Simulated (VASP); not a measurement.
# MnSb (P6_3/mmc) in VASP: further runs

Runs on MnSb. Level: PBEsol. Tasks: single point.

All numbers are computed with VASP 6.6.1; they aren't measurements. Logs are shortened: lines on timing, memory, paths and dates and some standing lists are left out, and cuts for length are marked.

## 1. The cell of the first run

It takes space group P6_3/mmc (No. 194, hexagonal). The conventional cell has a = 4.150 Å, b = 4.150 Å, c = 5.780 Å, α = 90.00°, β = 90.00°, γ = 120.00°. Within 3.7 Å of Mn (site symmetry -3m) lie 6 Sb at 2.80 Å and 2 Mn at 2.89 Å. Within 3.7 Å of Sb (site symmetry -6m2) lie 6 Mn at 2.80 Å.

## 2. Single point, PBEsol, collinear spin, ferromagnetic start

INCAR reads:

```
SYSTEM = MnSb
PREC = Accurate
ENCUT = 520
EDIFF = 1E-7
ISMEAR = -1
SIGMA = 0.1
LREAL = .FALSE.
LASPH = .TRUE.
NELM = 150
ALGO = Normal
ISIF = 2
LWAVE = .FALSE.
LCHARG = .TRUE.
ISPIN = 2
MAGMOM = 3.83 3.83 0 0
LORBIT = 11
NUPDOWN = 7.66
LMAXMIX = 4
GGA = PS
LELF = .TRUE.
LVHAR = .TRUE.
NBANDS = 30
```

KPOINTS reads:

```
Automatic mesh
0
G
  9 9 6
  0 0 0
```

POSCAR reads:

```
MnSb
1.0
    4.1500000000      0.0000000000      0.0000000000
   -2.0750000000      3.5940054257      0.0000000000
    0.0000000000      0.0000000000      5.7800000000
Mn Sb
2 2
Direct
    0.0000000000      0.0000000000      0.0000000000
    0.0000000000      0.0000000000      0.5000000000
    0.3333333333      0.6666666667      0.2500000000
    0.6666666667      0.3333333333      0.7500000000
```

Potentials or basis: VASP PAW PBE potentials, release 64 (Mn_pv, Sb).

Started as:

```
$ cat potpaw_PBE.64/Mn_pv/POTCAR potpaw_PBE.64/Sb/POTCAR > POTCAR
$ mpirun -np 1 vasp_std > vasp.out
```

OUTCAR:

```text
SYSTEM = MnSb
   PREC = Accurate
   ENCUT = 520
   EDIFF = 1E-7
   ISMEAR = -1
   LREAL = .FALSE.
   LASPH = .TRUE.
   NELM = 150
   ISIF = 2
   ISPIN = 2
   LORBIT = 11
   NUPDOWN = 7.66
   GGA = PS

 ion  position               nearest neighbor table
   1  0.000  0.000  0.000-   3 2.80   4 2.80   3 2.80   4 2.80   4 2.80   3 2.80   2 2.89   2 2.89

   2  0.000  0.000  0.500-   3 2.80   4 2.80   3 2.80   4 2.80   4 2.80   3 2.80   1 2.89   1 2.89

   3  0.333  0.667  0.250-   1 2.80   2 2.80   1 2.80   2 2.80   1 2.80   2 2.80   4 3.75   4 3.75
                             4 3.75   4 3.75   4 3.75   4 3.75
   4  0.667  0.333  0.750-   1 2.80   2 2.80   1 2.80   2 2.80   1 2.80   2 2.80   3 3.75   3 3.75
                             3 3.75   3 3.75   3 3.75   3 3.75

  LATTYP: Found a hexagonal cell.
 ALAT       =     4.1500000000
 C/A-ratio  =     1.3927710843

  Lattice vectors:

 A1 = (   4.1500000000,   0.0000000000,   0.0000000000)
 A2 = (  -2.0750000000,   3.5940054257,   0.0000000000)
 A3 = (   0.0000000000,   0.0000000000,   5.7800000000)

Analysis of symmetry for initial positions (statically):
=====================================================================
 Subroutine PRICEL returns:
 Original cell was already a primitive cell.

 Routine SETGRP: Setting up the symmetry group for a
 hexagonal supercell.

 Subroutine GETGRP returns: Found 24 space group operations
 (whereof 12 operations were pure point group operations)
 out of a pool of 24 trial point group operations.

The static configuration has the point symmetry D_3d.
 The point group associated with its full space group is D_6h.

Analysis of symmetry for dynamics (positions and initial velocities):
=====================================================================
 Subroutine PRICEL returns:
 Original cell was already a primitive cell.

 Routine SETGRP: Setting up the symmetry group for a
 hexagonal supercell.

 Subroutine GETGRP returns: Found 24 space group operations
 (whereof 12 operations were pure point group operations)
 out of a pool of 24 trial point group operations.

The dynamic configuration has the point symmetry D_3d.
 The point group associated with its full space group is D_6h.

Analysis of structural, dynamic, and magnetic symmetry:
=====================================================================
 Subroutine PRICEL returns:
 Original cell was already a primitive cell.

 Routine SETGRP: Setting up the symmetry group for a
 hexagonal supercell.

 Subroutine GETGRP returns: Found 24 space group operations
 (whereof 12 operations were pure point group operations)
 out of a pool of 24 trial point group operations.
[... 129 lines left out ...]
  Thomas-Fermi vector in A             =   2.358754
   LORBIT       =     11    0 simple, 1 ext, 2 COOP (PROOUT), +10 PAW based schemes
   GGA     = PS    functional components
   LHFCALC =     F    Hartree Fock is set to
   AEXX    =    0.0000 exact exchange contribution
   IVDW    =     0    specifies the selected vdW correction
   LEPSILON=     F    determine dielectric tensor
   LRPA    =     F    only Hartree local field effects (RPA)
 spin polarized calculation
  energy-cutoff  :      520.00
  volume of cell :       86.21
 maximum number of plane-waves:      2350
 NGX is ok and might be reduce to    32
   NGX = 15   NGY = 15   NGZ = 21

 number of electron      36.0000010 magnetization       7.6600004

 Free energy of the ion-electron system (eV)
  ---------------------------------------------------
  ext. energy  EPLUGINS =         0.00000000
  ---------------------------------------------------
  free energy    TOTEN  =       -28.07374931 eV

  energy without entropy =      -28.01287727  energy(sigma->0) =      -28.04331329

 E-fermi :   7.0894     XC(G=0): -10.7352

 val. band max:        7.8465927638   @ k =   0.2222   0.2222   0.1667
 cond. band min:       7.0993408835   @ k =   0.1111   0.0000   0.0000
 fundamental gap:     -0.7472518803
 Fermi energy:         7.8817662375

 spin component 1

 k-point     1 :       0.0000    0.0000    0.0000
  band No.  band energies     occupation
      1     -42.4863      1.00000
      2     -42.4863      1.00000
      3     -42.4787      1.00000
      4     -42.4787      1.00000
      5     -42.3809      1.00000
      6     -42.3003      1.00000
[... 781 lines left out ...]
     29      15.8609      0.00000
     30      15.9468      0.00000

 [... further k-points ...]

 spin component 2

 k-point     1 :       0.0000    0.0000    0.0000
  band No.  band energies     occupation
      1     -38.6377      1.00000
      2     -38.6377      1.00000
      3     -38.6285      1.00000
      4     -38.6285      1.00000
      5     -38.6120      1.00000
      6     -38.5167      1.00000
[... 781 lines left out ...]
     29      16.2420      0.00000
     30      16.6175      0.00000

 [... further k-points ...]
[... 5 lines left out ...]
  --------------------------------------------------------------------------------------
  -------------------------------------------------------------------------------------
  Total       -1.7017393     -1.7017393     -1.8023861      0.0000000     -0.0000000      0.0000000
  in kB      -31.6263399    -31.6263399    -33.4968332      0.0000000     -0.0000000      0.0000000
  external PRESSURE =     -32.2498377 kB  Pullay stress =       0.0000000 kB

 VOLUME and BASIS-vectors are now :
 -----------------------------------------------------------------------------
  energy-cutoff  :      520.00
  volume of cell :       86.21
      direct lattice vectors                 reciprocal lattice vectors
     4.150000000  0.000000000  0.000000000     0.240963855  0.139120547  0.000000000
    -2.075000000  3.594005426  0.000000000     0.000000000  0.278241094  0.000000000
     0.000000000  0.000000000  5.780000000     0.000000000  0.000000000  0.173010381

 POSITION                                       TOTAL-FORCE (eV/Angst)
 -----------------------------------------------------------------------------------
      0.00000      0.00000      0.00000        -0.000000      0.000000      0.000000
      0.00000      0.00000      2.89000        -0.000000      0.000000      0.000000
     -0.00000      2.39600      1.44500         0.000000     -0.000000     -0.000000
      2.07500      1.19800      4.33500        -0.000000      0.000000     -0.000000
 -----------------------------------------------------------------------------------
    total drift:                                0.000000     -0.000000      0.000000

  FREE ENERGIE OF THE ION-ELECTRON SYSTEM (eV)
  ---------------------------------------------------
  free  energy   TOTEN  =       -28.0737493118 eV

  energy  without entropy=      -28.0128772750  energy(sigma->0) =      -28.04331329

 total charge

# of ion       s       p       d       tot
------------------------------------------
    1        0.281   6.223   4.993  11.496
    2        0.281   6.223   4.993  11.496
    3        1.150   1.272   0.038   2.461
    4        1.150   1.272   0.038   2.461
--------------------------------------------------
tot          2.862  14.989  10.063  27.914

 magnetization (x)

# of ion       s       p       d       tot
------------------------------------------
    1        0.041   0.040   3.592   3.672
    2        0.041   0.040   3.592   3.672
    3        0.022  -0.090   0.010  -0.059
    4        0.022  -0.090   0.010  -0.059
--------------------------------------------------
tot          0.125  -0.100   7.203   7.228
```

Run time: 2.7 min. Hardware: 1 thread of Intel Xeon Platinum 8488C (Sapphire Rapids), shared host; peak memory 0.36 GiB.

What came out:

- Free energy: -28.0737 eV
- Pressure: -3.2 GPa
- Net moment: 7.66 μB per cell
- Site moments: Mn +3.67; Sb -0.06 μB
- Valence electrons inside the program's atomic spheres: Mn 11.50; Sb 2.46

Stress tensor (GPa, compression positive):
```
-3.16  0.00  0.00
 0.00 -3.16  0.00
 0.00  0.00 -3.35
```

Caveat: the PAW data sets were made with another functional, which shifts forces and pressure a little; spin-orbit coupling is left out, which moves the levels of the heavy elements; the total moment is fixed, so each spin has its own Fermi level; only a ferromagnetic start was run, and an antiferromagnetic order may lie lower in energy.

## 3. Single point, PBEsol, collinear spin, ferromagnetic start

INCAR reads:

```
PREC = Accurate
ENCUT = 520
EDIFF = 1E-6
ISMEAR = -1
SIGMA = 0.1
LREAL = F
LASPH = T
NELM = 150
ALGO = Normal
ISIF = 2
LWAVE = F
LCHARG = F
ISPIN = 2
MAGMOM = 4.33 4.33 0 0
LORBIT = 11
NUPDOWN = 8.66
LMAXMIX = 4
GGA = PS
NBANDS = 30
```

KPOINTS reads:

```
Automatic mesh
0
Gamma
  9 9 6
```

POSCAR is that of step 2.

Potentials or basis: VASP PAW PBE potentials, release 64 (Mn_pv, Sb).

Started as:

```
$ cat potpaw_PBE.64/Mn_pv/POTCAR potpaw_PBE.64/Sb/POTCAR > POTCAR
$ mpirun -np 1 vasp_std > vasp.out
```

Wall time 2.4 min (1 thread of Intel Xeon Platinum 8488C (Sapphire Rapids), shared host); peak memory 0.37 GiB.

It converged, with:

* Free energy: -27.4349 eV
* Pressure: 1.1 GPa
* Net moment: 8.66 μB per cell
* Site moments: Mn +3.91; Sb +0.04 μB
* Valence electrons inside the program's atomic spheres: Mn 11.48; Sb 2.48

Stress tensor (GPa, compression positive):
```
0.78 0.00 0.00
0.00 0.78 0.00
0.00 0.00 1.63
```

Caveat: the PAW data sets were made with another functional, which shifts forces and pressure a little; spin-orbit coupling is left out, which moves the levels of the heavy elements; the total moment is fixed, so each spin has its own Fermi level; only a ferromagnetic start was run, and an antiferromagnetic order may lie lower in energy.

## 4. Single point, PBEsol, collinear spin, zero start

INCAR reads:

```
PREC = Accurate ; ENCUT = 520
EDIFF = 1E-6 ; ISMEAR = -1
SIGMA = 0.1 ; LREAL = False
LASPH = True ; NELM = 150
ALGO = Normal ; ISIF = 2
LWAVE = False ; LCHARG = False
ISPIN = 2 ; MAGMOM = 0 0 0 0
LORBIT = 11 ; NUPDOWN = 0.0
LMAXMIX = 4 ; GGA = PS
NBANDS = 30
```

KPOINTS is that of step 3.

POSCAR is that of step 3.

Started as:

```
$ cat potpaw_PBE.64/Mn_pv/POTCAR potpaw_PBE.64/Sb/POTCAR > POTCAR
$ mpirun -np 1 vasp_std > vasp.out
```

Wall time 78 s (1 thread of Intel Xeon 6975P-C (Granite Rapids), shared host); peak memory 0.37 GiB.

Results (log left out):

```
Free energy                                           : -26.4439 eV
Pressure                                              : -19.6 GPa
Net moment                                            : 0.00 μB per cell
Valence electrons inside the program's atomic spheres : Mn 11.57; Sb 2.37
```

Stress tensor (GPa, compression positive):
```
-17.44   0.00   0.00
  0.00 -17.44   0.00
  0.00   0.00 -23.80
```

Caveat: the PAW data sets were made with another functional, which shifts forces and pressure a little; spin-orbit coupling is left out, which moves the levels of the heavy elements; the total moment is fixed, so each spin has its own Fermi level.

## 5. Overview

```tsv
spin	fixed moment (μB)	pressure (GPa)	moment (μB)
collinear, ferromagnetic start	7.66	-3.2	7.66
collinear, ferromagnetic start	8.66	1.1	8.66
collinear, zero start	0.0	-19.6	0.00
```

Alike in all rows: task single point; level PBEsol; potentials or basis VASP PAW PBE potentials, release 64 (Mn_pv, Sb); cell as given; k mesh 9 × 9 × 6; cutoff (eV) 520; smearing fermi-dirac 0.1 eV.

Caveats: the PAW data sets were made with another functional, which shifts forces and pressure a little; spin-orbit coupling is left out, which moves the levels of the heavy elements; the total moment is fixed, so each spin has its own Fermi level.

Absolute energies hang on the potentials; compare differences alone.
